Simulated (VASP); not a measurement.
Ge:

```xyz
2
Lattice="1.4881 -2.5947 0.0000 1.4881 2.5947 0.0000 0.0000 0.0000 4.7276" Properties=species:S:1:pos:R:3 pbc="T T T"
Ge    1.4881    0.8643    1.1819
Ge    1.4881   -0.8643    3.5457
```

| Item | Value |
| --- | --- |
| Program | VASP 6.6.1 |
| Task | relaxation of cell and atoms |
| Functional | PBE |
| Dispersion | D3(BJ) |
| Potentials or basis | VASP PAW PBE potentials, release 64 (Ge_d) |
| Cutoff | 600 eV |
| k mesh | 10 × 10 × 6 |
| Occupations | fermi-dirac, width 0.05 eV |
| Spin | no spin polarisation |

At the start: pressure 1.1 GPa; volume 18.25 Å³/atom.

Q: Where does the relaxation end?

A: Over 15 steps the energy falls by 3.6 meV/atom and the volume is 18.47 Å³/atom (+1.2 %); space group Cmcm (No. 63, to 0.05 Å).

Step by step:
| step | energy change (eV) | largest force (eV/Å) | pressure (GPa) | volume (Å³) |
| --- | --- | --- | --- | --- |
| 1 | 0.0000 | 0.0008 | 1.12 | 36.51 |
| 2 | -0.0056 | 0.0018 | -0.31 | 37.18 |
| 3 | -0.0056 | 0.0022 | -0.51 | 37.29 |
| 4 | -0.0068 | 0.0044 | -0.24 | 37.10 |
| 5 | -0.0069 | 0.0048 | -0.13 | 37.05 |
| 6 | -0.0070 | 0.0053 | -0.01 | 36.97 |
| 7 | -0.0070 | 0.0055 | 0.09 | 36.92 |
| 8 | -0.0071 | 0.0060 | 0.12 | 36.93 |
| 9 | -0.0071 | 0.0061 | 0.10 | 36.93 |
| 10 | -0.0071 | 0.0062 | 0.11 | 36.94 |
| 11 | -0.0071 | 0.0065 | 0.08 | 36.94 |
| 12 | -0.0071 | 0.0066 | 0.01 | 36.94 |
| 13 | -0.0071 | 0.0066 | 0.12 | 36.94 |
| 14 | -0.0071 | 0.0068 | 0.10 | 36.95 |
| 15 | -0.0071 | 0.0068 | 0.00 | 36.95 |

Final structure:
```yaml
crystal:
  lattice:
    - [1.47256, -2.59832, 0.00000]
    - [1.47256, 2.59832, 0.00000]
    - [0.00000, 0.00000, 4.82836]
  atoms:
    - { symbol: Ge, position: [0.33390, 0.66610, 0.25000] }
    - { symbol: Ge, position: [0.66610, 0.33390, 0.75000] }
```

Caveat: pairwise dispersion overbinds metals, which lowers pressure and volume.
